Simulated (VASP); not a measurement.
Wanted: the native input for a VASP 6.6.1 run.

- Task: single point
- Functional: PBEsol
- Potentials or basis: VASP PAW PBE potentials, release 64 (Sc_sv, Al, H)
- Cutoff: 520 eV
- k mesh: 6 × 6 × 4
- Occupations: fermi-dirac, width 0.05 eV
- Spin: no spin polarisation
- Dipole correction: no
- Further INCAR settings: ALGO = Normal; EDIFF = 1e-07; NBANDS = 20

The structure of ScAlH6 lies in POSCAR:

```
ScAlH6
1.0
    3.0680399153     -0.7194135705     -0.0043943767
   -0.7236298691      3.8089102099      0.0064999621
    0.0053508620     -0.0087431347      5.1512663330
Sc Al H
1 1 6
Direct
   -0.0432016265      0.0531805395      0.0068630104
   -0.4414986262      0.2564102369      0.5068907116
    0.6570377762      0.4539038327      0.0069424300
    0.7914420038      0.7228536243      0.5069673552
    0.3979761233     -0.0645489322      0.2381202423
    0.3980209388     -0.0644650383      0.7756158447
    0.0977457707      0.3351964184      0.3145802756
    0.0977727154      0.3352457211      0.6992616890
```

The input as run:

INCAR

```
SYSTEM = ScAlH6
PREC = Accurate
ENCUT = 520
EDIFF = 1E-7
ISMEAR = -1
SIGMA = 0.05
LREAL = .FALSE.
LASPH = .TRUE.
NELM = 60
ALGO = Normal
ISIF = 2
LWAVE = .FALSE.
LCHARG = .FALSE.
GGA = PS
NBANDS = 20
```

KPOINTS

```
regular mesh
0
G
  6 6 4
  0 0 0
```

Potentials or basis: VASP PAW PBE potentials, release 64 (Sc_sv, Al, H).

Command:

```console
$ cat potpaw_PBE.64/Sc_sv/POTCAR potpaw_PBE.64/Al/POTCAR potpaw_PBE.64/H/POTCAR > POTCAR
$ mpirun -np 1 vasp_std > vasp.out
```

It gave:

- Pressure: 0.0 GPa
- Largest force: 0.013 eV/Å
- Band gap on the k mesh: 1.05 eV (least direct gap 2.42 eV)

Caveat: the PAW data sets were made with another functional, which shifts forces and pressure a little.

Wall time 82 s on 1 thread of Oxide Virtual Turin-like Processor, with other jobs on the host, peak memory 0.2 GiB.
